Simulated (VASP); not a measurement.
Rh, 2 atoms in the cell. The structure is hexagonal, space group P6_3/mmc (No. 194). Conventional cell: a = 2.731 Å, b = 2.731 Å, c = 4.428 Å, α = 90.00°, β = 90.00°, γ = 120.00°. Rh (site symmetry -6m2) has 12 Rh at 2.72 to 2.73 Å within 3.6 Å. 

* Program: VASP 6.6.1
* Task: relaxation of cell and atoms
* Functional: LDA
* Potentials or basis: VASP PAW LDA potentials, release 64 (Rh_pv)
* Cutoff: 600 eV
* k mesh: 14 × 14 × 8
* Occupations: methfessel-paxton, width 0.1 eV
* Spin: no spin polarisation
* Dipole correction: no
* Further INCAR settings: ALGO = Normal; EDIFF = 1e-07; IBRION = 2; EDIFFG = -0.01; NSW = 60; ISIF = 3

Potentials or basis: VASP PAW LDA potentials, release 64 (Rh_pv).

Run with:

```console
$ cat potpaw_LDA.64/Rh_pv/POTCAR > POTCAR
$ mpirun -np 1 vasp_std > vasp.out
```

Hardware: 1 thread of Intel(R) Xeon(R) Platinum 8259CL CPU @ 2.50GHz (Skylake/Cascade Lake), on a shared host.

Problem. How long does it take, and how much memory?

Solution. Run time: 3 min on 1 thread of Intel(R) Xeon(R) Platinum 8259CL CPU @ 2.50GHz (Skylake/Cascade Lake) (shared host), peak memory 0.2 GiB. Counts: scf iterations 46, k points 120, ion steps 6.
